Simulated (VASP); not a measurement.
# AlGa3N4 (Pm) in VASP: a series of runs

Runs on AlGa3N4. Level: PBEsol. Tasks: relaxation of the atoms, single point.

All numbers are computed with VASP 6.6.1; they aren't measurements. Logs are shortened: lines on timing, memory, paths and dates and some standing lists are left out, and cuts for length are marked.

## Step 1: The cell of the first run

Symmetry: Pm, No. 6, monoclinic system. The conventional cell has a = 5.146 Å, b = 3.167 Å, c = 5.484 Å, α = 90.00°, β = 90.04°, γ = 90.00°. Within 2.5 Å of Al (site symmetry m) lie 4 N at 1.89 to 1.90 Å. Ga (site symmetry m) has 4 N at 1.94 to 1.96 Å within 2.6 Å. Ga (site symmetry m) has 4 N at 1.94 to 1.97 Å within 2.6 Å. Ga (site symmetry m) has 4 N at 1.95 to 1.96 Å within 2.6 Å. Within 2.5 Å of N (site symmetry m) lie 1 Al at 1.89 Å and 3 Ga at 1.95 to 1.96 Å. Within 2.5 Å of N (site symmetry m) lie 2 Al at 1.90 Å and 2 Ga at 1.96 to 1.97 Å. N (site symmetry m) has 4 Ga at 1.94 to 1.95 Å within 2.6 Å. Within 2.5 Å of N (site symmetry m) lie 1 Al at 1.89 Å and 3 Ga at 1.95 Å.

## Step 2: Relaxation of the atoms, PBEsol

INCAR

```
SYSTEM = AlGa3N4
PREC = Accurate ; ENCUT = 520
EDIFF = 1E-6 ; ISMEAR = 0
SIGMA = 0.02 ; LREAL = .False.
LASPH = .True. ; NELM = 80
ALGO = Normal ; ISIF = 2
LWAVE = .False. ; LCHARG = .False.
GGA = PS ; IBRION = 2
NSW = 60 ; EDIFFG = -0.01
KPAR = 4
```

KPOINTS

```
regular mesh
0
Gamma
  6 8 6
  0 0 0
```

POSCAR

```
AlGa3N4
1.0
    5.1455897724      0.0000000000      0.0000000000
    0.0000000000      3.1670776200      0.0000000000
   -0.0037175149      0.0000000000      5.4836534091
Al Ga N
1 3 4
Direct
    0.0005010800      0.5000000000      0.6673044000
    0.4991393100      0.5000000000      0.3351465300
    0.4991348800      0.0000000000      0.8313261600
    0.9999082200      0.0000000000      0.1662408900
    0.1192384400      0.5000000000      0.3412971500
    0.1168290500      0.0000000000      0.8252645200
    0.6202470100      0.0000000000      0.1661509300
    0.6326020200      0.5000000000      0.6672704200
```

Potentials or basis: VASP PAW PBE potentials, release 64 (Al, Ga_d, N).

The run is started by

```bash
> cat potpaw_PBE.64/Al/POTCAR potpaw_PBE.64/Ga_d/POTCAR potpaw_PBE.64/N/POTCAR > POTCAR
> mpirun -np 4 vasp_std > vasp.out
```

OUTCAR:

```text
SYSTEM = AlGa3N4
   PREC = Accurate
   ENCUT = 520
   EDIFF = 1E-6
   ISMEAR = 0
   LREAL = .False.
   LASPH = .True.
   NELM = 80
   ISIF = 2
   GGA = PS
   IBRION = 2
   NSW = 60
   EDIFFG = -0.01

 ion  position               nearest neighbor table
   1  0.001  0.500  0.667-   5 1.89   8 1.89   6 1.90   6 1.90
   2  0.499  0.500  0.335-   7 1.94   7 1.94   8 1.95   5 1.96
   3  0.499  0.000  0.831-   7 1.94   8 1.95   8 1.95   6 1.97
   4  1.000  0.000  0.166-   5 1.95   5 1.95   7 1.95   6 1.96
   5  0.119  0.500  0.341-   1 1.89   4 1.95   4 1.95   2 1.96
   6  0.117  0.000  0.825-   1 1.90   1 1.90   4 1.96   3 1.97
   7  0.620  0.000  0.166-   2 1.94   2 1.94   3 1.94   4 1.95
   8  0.633  0.500  0.667-   1 1.89   2 1.95   3 1.95   3 1.95

  LATTYP: Found a simple monoclinic cell.
 ALAT       =     5.1455897724
 B/A-ratio  =     0.6154936091
 C/A-ratio  =     1.0656999317
 COS(beta)  =    -0.0006779265

  Lattice vectors:

 A1 = (   5.1455897724,   0.0000000000,   0.0000000000)
 A2 = (   0.0000000000,   3.1670776200,   0.0000000000)
 A3 = (  -0.0037175149,   0.0000000000,   5.4836534091)

Analysis of symmetry for initial positions (statically):
=====================================================================
 Subroutine PRICEL returns:
 Original cell was already a primitive cell.

 Routine SETGRP: Setting up the symmetry group for a
 simple monoclinic supercell.

 Subroutine GETGRP returns: Found  2 space group operations
 (whereof  2 operations were pure point group operations)
 out of a pool of  4 trial point group operations.

The static configuration has the point symmetry C_1h.

Analysis of symmetry for dynamics (positions and initial velocities):
=====================================================================
 Subroutine PRICEL returns:
 Original cell was already a primitive cell.

 Routine SETGRP: Setting up the symmetry group for a
 simple monoclinic supercell.

 Subroutine GETGRP returns: Found  2 space group operations
 (whereof  2 operations were pure point group operations)
 out of a pool of  4 trial point group operations.

The dynamic configuration has the point symmetry C_1h.

 Subroutine INISYM returns: Found  2 space group operations
 (whereof  2 operations are pure point group operations),
 and found     1 'primitive' translations

----------------------------------------------------------------------------------------

                                     Primitive cell

  volume of cell :      89.3643

  direct lattice vectors                    reciprocal lattice vectors
     5.145589772  0.000000000  0.000000000     0.194341182  0.000000000  0.000131749
     0.000000000  3.167077620  0.000000000     0.000000000  0.315748498  0.000000000
    -0.003717515  0.000000000  5.483653409     0.000000000  0.000000000  0.182360176

  length of vectors
     5.145589772  3.167077620  5.483654669     0.194341227  0.315748498  0.182360176

  position of ions in fractional coordinates (direct lattice)
     0.000501080  0.500000000  0.667304400
     0.499139310  0.500000000  0.335146530
     0.499134880  0.000000000  0.831326160
     0.999908220  0.000000000  0.166240890
     0.119238440  0.500000000  0.341297150
     0.116829050  0.000000000  0.825264520
     0.620247010  0.000000000  0.166150930
     0.632602020  0.500000000  0.667270420

  ion indices of the primitive-cell ions
   primitive index   ion index
                 1           1
                 2           2
                 3           3
                 4           4
                 5           5
                 6           6
                 7           7
                 8           8

----------------------------------------------------------------------------------------

 KPOINTS: regular mesh

Automatic generation of k-mesh.
 Grid dimensions read from file:
 generate k-points for:    6    8    6

 Generating k-lattice:

  Cartesian coordinates                     Fractional coordinates (reciprocal lattice)
     0.032390197  0.000000000  0.000021958     0.166666667  0.000000000 -0.000000000
     0.000000000  0.039468562  0.000000000     0.000000000  0.125000000  0.000000000
     0.000000000  0.000000000  0.030393363     0.000000000  0.000000000  0.166666667

  Length of vectors
     0.032390204  0.039468562  0.030393363

  Shift w.r.t. Gamma in fractional coordinates (k-lattice)
     0.000000000  0.000000000  0.000000000

 Subroutine IBZKPT returns following result:
 ===========================================

 Found    100 irreducible k-points:

 Following reciprocal coordinates:
            Coordinates               Weight
  0.000000  0.000000  0.000000      1.000000
  0.166667  0.000000  0.000000      2.000000
  0.333333  0.000000 -0.000000      2.000000
  0.500000  0.000000 -0.000000      1.000000
  0.000000  0.125000  0.000000      2.000000
  0.166667  0.125000  0.000000      4.000000
[... 16 lines left out ...]
  0.333333  0.000000  0.166667      2.000000
  0.500000  0.000000  0.166667      2.000000
 [... further k-points ...]
   k-points           NKPTS =    100   k-points in BZ     NKDIM =    100   number of bands    NBANDS=     37
   number of dos      NEDOS =    301   number of ions     NIONS =      8
   total plane-waves  NPLWV =  40320
   dimension x,y,z NGX =    40 NGY =   24 NGZ =   42
   dimension x,y,z NGXF=    80 NGYF=   48 NGZF=   84
   ions per type =               1   3   4
   NGX,Y,Z   is equivalent  to a cutoff of  12.92, 12.60, 12.73 a.u.
   NGXF,Y,Z  is equivalent  to a cutoff of  25.85, 25.20, 25.47 a.u.
 SYSTEM =  AlGa3N4
   PREC   = accura    normal or accurate (medium, high low for compatibility)
   ISTART =      0    job   : 0-new  1-cont  2-samecut
   ICHARG =      2    charge: 1-file 2-atom 10-const
   ISPIN  =      1    spin polarized calculation?
   LNONCOLLINEAR =      F non collinear calculations
   LSORBIT =      F    spin-orbit coupling
   LASPH  =      T    aspherical Exc in radial PAW
   ENCUT  =  520.0 eV  38.22 Ry    6.18 a.u.   9.57  5.89 10.20*2*pi/ulx,y,z
   NELM   =     80;   NELMIN=  2; NELMDL= -5     # of ELM steps
   EDIFF  = 0.1E-05   stopping-criterion for ELM
   LREAL  =      F    real-space projection
   EDIFFG = -.1E-01   stopping-criterion for IOM
   NSW    =     60    number of steps for IOM
   IBRION =      2    ionic relax: 0-MD 1-quasi-New 2-CG
   NFREE  =      1    steps in history (QN), initial steepest desc. (CG)
   ISIF   =      2    stress and relaxation
   ISYM   =      2    0-nonsym 1-usesym 2-fastsym
   POTIM  = 0.5000    time-step for ionic-motion
   TEBEG  =    0.0;   TEEND  =   0.0 temperature during run
   PSTRESS=    0.0 pullay stress
   NELECT =      62.0000    total number of electrons
   NUPDOWN=      -1.0000    fix difference up-down
   EMIN   =  10.00;   EMAX   =-10.00  energy-range for DOS
   EFERMI =   0.00;   METHOD = LEGACY
   ISMEAR =     0;   SIGMA  =   0.02  broadening in eV -4-tet -1-fermi 0-gaus
   EFERMI_NEDOS =   21; number of points for ismear=-14 and -15
   IALGO  =     38    algorithm
   IMIX   =      4    mixing-type and parameters
     AMIX     =   0.40;   BMIX     =  1.00
     AMIX_MAG =   1.60;   BMIX_MAG =  1.00
  volume/ion in A,a.u.               =      11.17        75.38
  Fermi-wavevector in a.u.,A,eV,Ry     =   1.449275  2.738732 28.577646  2.100398
  Thomas-Fermi vector in A             =   2.567020
   LORBIT       =      0    0 simple, 1 ext, 2 COOP (PROOUT), +10 PAW based schemes
   GGA     = PS    functional components
   LHFCALC =     F    Hartree Fock is set to
   AEXX    =    0.0000 exact exchange contribution
   IVDW    =     0    specifies the selected vdW correction
   LEPSILON=     F    determine dielectric tensor
   LRPA    =     F    only Hartree local field effects (RPA)
 conjugate gradient relaxation of ions
 non-spin polarized calculation
 Gauss-broadening in eV      SIGMA  =   0.02
  energy-cutoff  :      520.00
  volume of cell :       89.36
 maximum number of plane-waves:      2432
 NGX is ok and might be reduce to    40
   NGX = 19   NGY = 11   NGZ = 21

--------------------------------------- Ionic step        1  -------------------------------------------

 number of electron      61.9999980 magnetization

 Free energy of the ion-electron system (eV)
  ---------------------------------------------------
  ext. energy  EPLUGINS =         0.00000000
  ---------------------------------------------------
  free energy    TOTEN  =       -55.02411314 eV

  energy without entropy =      -55.02411314  energy(sigma->0) =      -55.02411314

------------------------ aborting loop because EDIFF is reached ----------------------------------------

  FORCE on cell =-STRESS in cart. coord.  units (eV):
  Direction    XX          YY          ZZ          XY          YZ          ZX
  --------------------------------------------------------------------------------------
  -------------------------------------------------------------------------------------
  Total       -0.2784823     -0.3300121     -0.3698688      0.0000000      0.0000000     -0.0145902
  in kB       -4.9928015     -5.9166591     -6.6312348      0.0000000      0.0000000     -0.2615828
  external PRESSURE =      -5.8468985 kB  Pullay stress =       0.0000000 kB
[... 111 lines left out ...]
  energy  without entropy=      -55.0259587031  energy(sigma->0) =      -55.02595870

--------------------------------------- Ionic step        4  -------------------------------------------

 number of electron      61.9999980 magnetization

 Free energy of the ion-electron system (eV)
  ---------------------------------------------------
  ext. energy  EPLUGINS =         0.00000000
  ---------------------------------------------------
  free energy    TOTEN  =       -55.02604019 eV

  energy without entropy =      -55.02604019  energy(sigma->0) =      -55.02604019

 E-fermi :   5.4859     XC(G=0): -11.7235

 val. band max:        5.4061060300   @ k =   0.0000   0.0000   0.0000
 cond. band min:       7.7685502432   @ k =   0.0000   0.0000   0.0000
 fundamental gap:      2.3624442132
 Fermi energy:         5.4858971318

 k-point     1 :       0.0000    0.0000    0.0000
  band No.  band energies     occupation
      1     -10.3992      2.00000
      2      -9.4450      2.00000
      3      -9.2439      2.00000
      4      -8.9745      2.00000
      5      -7.8209      2.00000
      6      -7.8202      2.00000
[... 949 lines left out ...]
     36      13.1612      0.00000
     37      13.4843      0.00000

 [... further k-points ...]
[... 5 lines left out ...]
  --------------------------------------------------------------------------------------
  -------------------------------------------------------------------------------------
  Total       -0.2926028     -0.3223999     -0.3645192      0.0000000      0.0000000      0.0004000
  in kB       -5.2459633     -5.7801832     -6.5353233      0.0000000      0.0000000      0.0071709
  external PRESSURE =      -5.8538233 kB  Pullay stress =       0.0000000 kB
[... 23 lines left out ...]
  FREE ENERGIE OF THE ION-ELECTRON SYSTEM (eV)
  ---------------------------------------------------
  free  energy   TOTEN  =       -55.0260401917 eV

  energy  without entropy=      -55.0260401917  energy(sigma->0) =      -55.02604019

 reached required accuracy - stopping structural energy minimisation
```

Run time: 3.1 min. Hardware: 4 MPI ranks of Intel Xeon Platinum 8259CL at 2.50GHz (Skylake/Cascade Lake), shared host; peak memory 0.39 GiB.

Results:

```
Free energy                  : -55.0260 eV
Energy gained by relaxing    : 0.2 meV/atom
Ionic steps                  : 4
Pressure after relaxing      : -0.6 GPa
Largest force after relaxing : 0.007 eV/Å
Band gap on the k mesh       : 2.36 eV
```

Forces in eV/Å, atoms in the order of the input:
```
Al  -0.001  0.000  0.004
Ga  -0.004  0.000  0.006
Ga   0.000  0.000 -0.005
Ga   0.004  0.000 -0.001
N    0.001  0.000 -0.003
N   -0.005  0.000  0.001
N    0.005  0.000  0.005
N    0.000  0.000 -0.006
```

Step by step:
| step | energy change (eV) | largest force (eV/Å) | pressure (GPa) |
| --- | --- | --- | --- |
| 1 | 0.0000 | 0.1736 | -0.58 |
| 2 | -0.0018 | 0.0432 | -0.59 |
| 3 | -0.0018 | 0.0365 | -0.60 |
| 4 | -0.0019 | 0.0075 | -0.59 |

Final structure:
```xyz
8
Lattice="5.1456 0.0000 0.0000 0.0000 3.1671 0.0000 -0.0037 0.0000 5.4837" Properties=species:S:1:pos:R:3 pbc="T T T"
Al    0.0011    1.5835    3.6595
Ga    2.5674    1.5835    1.8364
Ga    2.5652    0.0000    4.5602
Ga    5.1436    0.0000    0.9115
N     0.6145    1.5835    1.8649
N     0.6027    0.0000    4.5321
N     3.1915    0.0000    0.9111
N     3.2451    1.5835    3.6591
```

Caveat: the PAW data sets were made with another functional, which shifts forces and pressure a little.

(Part 1 of 2 ends here.)
